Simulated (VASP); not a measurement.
# Rh (Fm-3m) in VASP: a series of runs

Runs on Rh. Level: r2SCAN. Tasks: single point.

Program: VASP 6.6.1. These are calculated values, not measurements. Logs are shortened: lines on timing, memory, paths and dates and some standing lists are left out, and cuts for length are marked.

**1. The cell of the first run**

It takes space group Fm-3m (No. 225, cubic). Conventional cell: a = 3.802 Å, b = 3.802 Å, c = 3.802 Å, α = 90.00°, β = 90.00°, γ = 90.00°. Within 3.5 Å of Rh (site symmetry m-3m) lie 12 Rh at 2.69 Å.

**2. Single point, r2SCAN**

Input file POSCAR:

```
Rh
1.0
    0.0000000000      1.9008071574      1.9008071574
    1.9008071574      0.0000000000      1.9008071574
    1.9008071574      1.9008071574      0.0000000000
Rh
1
Direct
    0.0000000000      0.0000000000      0.0000000000
```

Input file INCAR.step1:

```
PREC = Accurate ; ENCUT = 680
ISMEAR = 1 ; SIGMA = 0.3
LREAL = F ; LASPH = T
NELM = 120 ; NBANDS = 14
GGA = PE ; ALGO = Normal
EDIFF = 1E-5 ; LWAVE = T
LCHARG = F ; GGA_COMPAT = F
```

Input file INCAR.step2:

```
PREC = Accurate ; ENCUT = 680
EDIFF = 1E-6 ; ISMEAR = 1
SIGMA = 0.3 ; LREAL = F
LASPH = T ; NELM = 120
ALGO = Normal ; ISIF = 2
LWAVE = F ; LCHARG = F
METAGGA = R2SCAN ; LMIXTAU = T
NBANDS = 14 ; ISTART = 1
GGA_COMPAT = F
```

Input file KPOINTS:

```
regular mesh
0
Gamma
  14 14 14
```

Potentials or basis: VASP PAW PBE potentials, release 64 (Rh_sv_GW).

On the command line:

```sh
> cat potpaw_PBE.64/Rh_sv_GW/POTCAR > POTCAR
> cp INCAR.step1 INCAR
> mpirun -np 1 vasp_std > vasp.out
> cp INCAR.step2 INCAR
> mpirun -np 1 vasp_std > vasp.out
```

OUTCAR:

```text
PREC = Accurate
   ENCUT = 680
   EDIFF = 1E-6
   ISMEAR = 1
   LREAL = F
   LASPH = T
   NELM = 120
   ISIF = 2
   METAGGA = R2SCAN
   ISTART = 1

 ion  position               nearest neighbor table
   1  0.000  0.000  0.000-

  LATTYP: Found a face centered cubic cell.
 ALAT       =     3.8016143148

  Lattice vectors:

 A1 = (   0.0000000000,   1.9008071574,   1.9008071574)
 A2 = (   1.9008071574,   0.0000000000,   1.9008071574)
 A3 = (   1.9008071574,   1.9008071574,   0.0000000000)

Analysis of symmetry for initial positions (statically):
=====================================================================
 Subroutine PRICEL returns:
 Original cell was already a primitive cell.

 Routine SETGRP: Setting up the symmetry group for a
 face centered cubic supercell.

 Subroutine GETGRP returns: Found 48 space group operations
 (whereof 48 operations were pure point group operations)
 out of a pool of 48 trial point group operations.

The static configuration has the point symmetry O_h .

Analysis of symmetry for dynamics (positions and initial velocities):
=====================================================================
 Subroutine PRICEL returns:
 Original cell was already a primitive cell.

 Routine SETGRP: Setting up the symmetry group for a
 face centered cubic supercell.

 Subroutine GETGRP returns: Found 48 space group operations
 (whereof 48 operations were pure point group operations)
 out of a pool of 48 trial point group operations.

The dynamic configuration has the point symmetry O_h .

 Subroutine INISYM returns: Found 48 space group operations
 (whereof 48 operations are pure point group operations),
 and found     1 'primitive' translations

----------------------------------------------------------------------------------------

                                     Primitive cell

  volume of cell :      13.7355

  direct lattice vectors                    reciprocal lattice vectors
     0.000000000  1.900807157  1.900807157    -0.263046148  0.263046148  0.263046148
     1.900807157  0.000000000  1.900807157     0.263046148 -0.263046148  0.263046148
     1.900807157  1.900807157  0.000000000     0.263046148  0.263046148 -0.263046148

  length of vectors
     2.688147261  2.688147261  2.688147261     0.455609292  0.455609292  0.455609292

  position of ions in fractional coordinates (direct lattice)
     0.000000000  0.000000000  0.000000000

  ion indices of the primitive-cell ions
   primitive index   ion index
                 1           1

----------------------------------------------------------------------------------------

 KPOINTS: regular mesh

Automatic generation of k-mesh.
 Grid dimensions read from file:
 generate k-points for:   14   14   14

 Generating k-lattice:

  Cartesian coordinates                     Fractional coordinates (reciprocal lattice)
    -0.018789011  0.018789011  0.018789011     0.071428571  0.000000000  0.000000000
     0.018789011 -0.018789011  0.018789011     0.000000000  0.071428571  0.000000000
     0.018789011  0.018789011 -0.018789011     0.000000000  0.000000000  0.071428571

  Length of vectors
     0.032543521  0.032543521  0.032543521

  Shift w.r.t. Gamma in fractional coordinates (k-lattice)
     0.000000000  0.000000000  0.000000000

 Subroutine IBZKPT returns following result:
 ===========================================

 Found    104 irreducible k-points:

 Following reciprocal coordinates:
            Coordinates               Weight
  0.000000  0.000000  0.000000      1.000000
  0.071429  0.000000  0.000000      8.000000
  0.142857  0.000000  0.000000      8.000000
  0.214286  0.000000  0.000000      8.000000
  0.285714  0.000000  0.000000      8.000000
  0.357143  0.000000  0.000000      8.000000
[... 16 lines left out ...]
  0.214286  0.142857  0.000000     24.000000
  0.285714  0.142857  0.000000     24.000000
 [... further k-points ...]
   k-points           NKPTS =    104   k-points in BZ     NKDIM =    104   number of bands    NBANDS=     14
   number of dos      NEDOS =    301   number of ions     NIONS =      1
   total plane-waves  NPLWV =  13824
   dimension x,y,z NGX =    24 NGY =   24 NGZ =   24
   dimension x,y,z NGXF=    48 NGYF=   48 NGZF=   48
   ions per type =               1
   NGX,Y,Z   is equivalent  to a cutoff of  14.84, 14.84, 14.84 a.u.
   NGXF,Y,Z  is equivalent  to a cutoff of  29.69, 29.69, 29.69 a.u.
 SYSTEM =  unknown system
   PREC   = accura    normal or accurate (medium, high low for compatibility)
   ISTART =      1    job   : 0-new  1-cont  2-samecut
   ICHARG =      0    charge: 1-file 2-atom 10-const
   ISPIN  =      1    spin polarized calculation?
   LNONCOLLINEAR =      F non collinear calculations
   LSORBIT =      F    spin-orbit coupling
   LASPH  =      T    aspherical Exc in radial PAW
   ENCUT  =  680.0 eV  49.98 Ry    7.07 a.u.   5.72  5.72  5.72*2*pi/ulx,y,z
   NELM   =    120;   NELMIN=  2; NELMDL=  0     # of ELM steps
   EDIFF  = 0.1E-05   stopping-criterion for ELM
   LREAL  =      F    real-space projection
   EDIFFG = 0.1E-04   stopping-criterion for IOM
   NSW    =      0    number of steps for IOM
   IBRION =     -1    ionic relax: 0-MD 1-quasi-New 2-CG
   NFREE  =      0    steps in history (QN), initial steepest desc. (CG)
   ISIF   =      2    stress and relaxation
   ISYM   =      2    0-nonsym 1-usesym 2-fastsym
   POTIM  = 0.5000    time-step for ionic-motion
   TEBEG  =    0.0;   TEEND  =   0.0 temperature during run
   PSTRESS=    0.0 pullay stress
   NELECT =      17.0000    total number of electrons
   NUPDOWN=      -1.0000    fix difference up-down
   EMIN   =  10.00;   EMAX   =-10.00  energy-range for DOS
   EFERMI =   0.00;   METHOD = LEGACY
   ISMEAR =     1;   SIGMA  =   0.30  broadening in eV -4-tet -1-fermi 0-gaus
   EFERMI_NEDOS =   21; number of points for ismear=-14 and -15
   IALGO  =     38    algorithm
   IMIX   =      4    mixing-type and parameters
     AMIX     =   0.40;   BMIX     =  1.00
     AMIX_MAG =   1.60;   BMIX_MAG =  1.00
  volume/ion in A,a.u.               =      13.74        92.69
  Fermi-wavevector in a.u.,A,eV,Ry     =   1.757693  3.321559 42.035002  3.089486
  Thomas-Fermi vector in A             =   2.826998
   LORBIT       =      0    0 simple, 1 ext, 2 COOP (PROOUT), +10 PAW based schemes
   METAGGA = R2SCAN    functional components
   LHFCALC =     F    Hartree Fock is set to
   AEXX    =    0.0000 exact exchange contribution
   IVDW    =     0    specifies the selected vdW correction
   LEPSILON=     F    determine dielectric tensor
   LRPA    =     F    only Hartree local field effects (RPA)
 non-spin polarized calculation
 Methfessel and Paxton  Order N= 1 SIGMA  =   0.30
  energy-cutoff  :      680.00
  volume of cell :       13.74
 maximum number of plane-waves:       568
   NGX = 11   NGY = 11   NGZ = 11

 number of electron      17.0000001 magnetization

 Free energy of the ion-electron system (eV)
  ---------------------------------------------------
  ext. energy  EPLUGINS =         0.00000000
  ---------------------------------------------------
  free energy    TOTEN  =       -23.28566192 eV

  energy without entropy =      -23.29256458  energy(sigma->0) =      -23.28796281

 E-fermi :  10.7111     XC(G=0): -15.2755

 val. band max:       10.7091417348   @ k =   0.4286   0.3571   0.0714
 cond. band min:      10.7129367099   @ k =  -0.4286   0.4286   0.0000
 fundamental gap:      0.0037949752
 Fermi energy:        10.7111151937

 k-point     1 :       0.0000    0.0000    0.0000
  band No.  band energies     occupation
      1     -70.4573      2.00000
      2     -37.0853      2.00000
      3     -37.0853      2.00000
      4     -37.0853      2.00000
      5       2.5487      2.00000
      6       7.5409      2.00000
      7       7.5409      2.00000
      8       7.5409      2.00000
      9       9.6387      2.00001
     10       9.6387      2.00001
     11      27.1707      0.00000
     12      32.8227      0.00000
     13      32.8227      0.00000
     14      32.8227      0.00000

 k-point     2 :       0.0714    0.0000    0.0000
  band No.  band energies     occupation
      1     -70.4512      2.00000
      2     -37.1253      2.00000
      3     -37.0907      2.00000
      4     -37.0907      2.00000
      5       2.7617      2.00000
      6       7.4473      2.00000
      7       7.6232      2.00000
      8       7.6232      2.00000
      9       9.5940      2.00000
     10       9.5940      2.00000
     11      27.4743      0.00000
     12      31.7968      0.00000
     13      33.1320      0.00000
     14      33.1320      0.00000

 k-point     3 :       0.1429    0.0000    0.0000
  band No.  band energies     occupation
      1     -70.4342      2.00000
      2     -37.2367      2.00000
      3     -37.1058      2.00000
      4     -37.1058      2.00000
      5       3.3496      2.00000
      6       7.2488      2.00000
      7       7.8120      2.00000
      8       7.8120      2.00000
      9       9.5295      2.00000
     10       9.5295      2.00000
     11      28.2098      0.00000
     12      29.8202      0.00000
     13      34.0132      0.00000
     14      34.0132      0.00000

 k-point     4 :       0.2143    0.0000    0.0000
  band No.  band energies     occupation
      1     -70.4096      2.00000
      2     -37.3959      2.00000
      3     -37.1275      2.00000
      4     -37.1275      2.00000
      5       4.0958      2.00000
      6       7.2249      2.00000
      7       7.9233      2.00000
      8       7.9233      2.00000
      9       9.6490      2.00001
     10       9.6490      2.00001
     11      27.6099      0.00000
     12      28.8697      0.00000
     13      35.3118      0.00000
     14      35.3118      0.00000

 k-point     5 :       0.2857    0.0000    0.0000
  band No.  band energies     occupation
      1     -70.3821      2.00000
      2     -37.5701      2.00000
      3     -37.1515      2.00000
      4     -37.1515      2.00000
      5       4.5392      2.00000
      6       7.8272      2.00000
      7       7.8272      2.00000
      8       7.8726      2.00000
      9      10.0783      2.01106
     10      10.0783      2.01106
     11      25.3514      0.00000
[... 276 lines left out ...]
 k-point    22 :       0.1429    0.1429    0.0000
  band No.  band energies     occupation
      1     -70.4266      2.00000
      2     -37.2318      2.00000
      3     -37.1399      2.00000
      4     -37.1399      2.00000
      5       3.6207      2.00000
      6       6.8520      2.00000
      7       8.1167      2.00000
      8       8.1167      2.00000
      9       8.9553      2.00000
     10       9.9112      2.00107
     11      28.7186      0.00000
     12      30.9589      0.00000
     13      32.7017      0.00000
     14      32.7017      0.00000

 k-point    23 :       0.2143    0.1429    0.0000
  band No.  band energies     occupation
      1     -70.4081      2.00000
      2     -37.3352      2.00000
      3     -37.1670      2.00000
      4     -37.1606      2.00000
      5       4.2286      2.00000
      6       6.5670      2.00000
      7       8.2138      2.00000
      8       8.3796      2.00000
      9       8.9880      2.00000
     10      10.0734      2.01043
     11      29.3297      0.00000
     12      29.7094      0.00000
     13      32.4789      0.00000
     14      33.0309      0.00000

 k-point    24 :       0.2857    0.1429    0.0000
  band No.  band energies     occupation
      1     -70.3842      2.00000
      2     -37.4776      2.00000
      3     -37.1940      2.00000
      4     -37.1856      2.00000
      5       4.8697      2.00000
      6       6.4931      2.00000
      7       7.8713      2.00000
      8       8.4702      2.00000
      9       9.7813      2.00011
     10      10.4064      2.05337
     11      27.3921      0.00000
     12      29.7216      0.00000
     13      32.2039      0.00000
     14      33.4022      0.00000

 [... further k-points ...]

------------------------ aborting loop because EDIFF is reached ----------------------------------------

  FORCE on cell =-STRESS in cart. coord.  units (eV):
  Direction    XX          YY          ZZ          XY          YZ          ZX
  --------------------------------------------------------------------------------------
  -------------------------------------------------------------------------------------
  Total       -0.0378515     -0.0378515     -0.0378515     -0.0000000      0.0000000      0.0000000
  in kB       -4.4151870     -4.4151870     -4.4151870     -0.0000000      0.0000000      0.0000000
  external PRESSURE =      -4.4151870 kB  Pullay stress =       0.0000000 kB

 VOLUME and BASIS-vectors are now :
 -----------------------------------------------------------------------------
  energy-cutoff  :      680.00
  volume of cell :       13.74
      direct lattice vectors                 reciprocal lattice vectors
     0.000000000  1.900807157  1.900807157    -0.263046148  0.263046148  0.263046148
     1.900807157  0.000000000  1.900807157     0.263046148 -0.263046148  0.263046148
     1.900807157  1.900807157  0.000000000     0.263046148  0.263046148 -0.263046148

 POSITION                                       TOTAL-FORCE (eV/Angst)
 -----------------------------------------------------------------------------------
      0.00000      0.00000      0.00000        -0.000000      0.000000     -0.000000
 -----------------------------------------------------------------------------------
    total drift:                                0.000000      0.000000      0.000000

  FREE ENERGIE OF THE ION-ELECTRON SYSTEM (eV)
  ---------------------------------------------------
  free  energy   TOTEN  =       -23.2856619247 eV

  energy  without entropy=      -23.2925645810  energy(sigma->0) =      -23.28796281
```

It took 66 s on 1 thread of Intel Xeon Platinum 8488C (Sapphire Rapids), shared host; peak memory 0.17 GiB.

What came out:

```yaml
Free_energy: -23.2857 eV
Pressure: -0.4 GPa
Band_gap_on_the_k_mesh: zero (an odd number of electrons rules out a gap without spin polarisation)
```

Caveat: the PAW data sets were made with another functional, which shifts forces and pressure a little.

**3. Single point, r2SCAN**

Input file POSCAR:

```
Rh
1.0
    0.0000000000      1.9008071576      1.9008071576
    1.9008071576      0.0000000000      1.9008071576
    1.9008071576      1.9008071576      0.0000000000
Rh
1
Direct
    0.0000000000      0.0000000000      0.0000000000
```

Edit INCAR.step1 of step 2 so:

```diff
@@ -1,3 +1,3 @@
 PREC = Accurate ; ENCUT = 680
-ISMEAR = 1 ; SIGMA = 0.3
+ISMEAR = -1 ; SIGMA = 0.1
 LREAL = F ; LASPH = T
```

Edit INCAR.step2 of step 2 so:

```diff
@@ -1,4 +1,4 @@
 PREC = Accurate ; ENCUT = 680
-EDIFF = 1E-6 ; ISMEAR = 1
-SIGMA = 0.3 ; LREAL = F
+EDIFF = 1E-6 ; ISMEAR = -1
+SIGMA = 0.1 ; LREAL = F
 LASPH = T ; NELM = 120
```

Input file KPOINTS:

```
Automatic mesh
0
Gamma
  14 14 14
```

Potentials or basis: VASP PAW PBE potentials, release 64 (Rh_sv_GW).

On the command line:

```sh
> cat potpaw_PBE.64/Rh_sv_GW/POTCAR > POTCAR
> cp INCAR.step1 INCAR
> mpirun -np 1 vasp_std > vasp.out
> cp INCAR.step2 INCAR
> mpirun -np 1 vasp_std > vasp.out
```

Run time: 37 s. Hardware: 1 thread of Intel Xeon 6975P-C (Granite Rapids), shared host; peak memory 0.18 GiB.

The run converged. Its results:

```
Free energy            : -23.3067 eV
Pressure               : 0.1 GPa
Band gap on the k mesh : zero (an odd number of electrons rules out a gap without spin polarisation)
```

Levels at points of the mesh, in eV from the Fermi level:
```
           k point  band 5  band 6  band 7  band 8  band 9  band 10  band 11  band 12
(0.00, 0.00, 0.00)   -8.15   -3.16   -3.16   -3.16   -1.06    -1.06    16.47    22.12
(0.50, 0.00, 0.00)   -6.32   -3.27   -3.27    0.60    0.60     0.91     9.12    16.08
(0.50, 0.50, 0.00)   -6.54   -6.16    0.52    1.06    1.06     3.49    12.90    13.97
```

Caveat: the PAW data sets were made with another functional, which shifts forces and pressure a little.
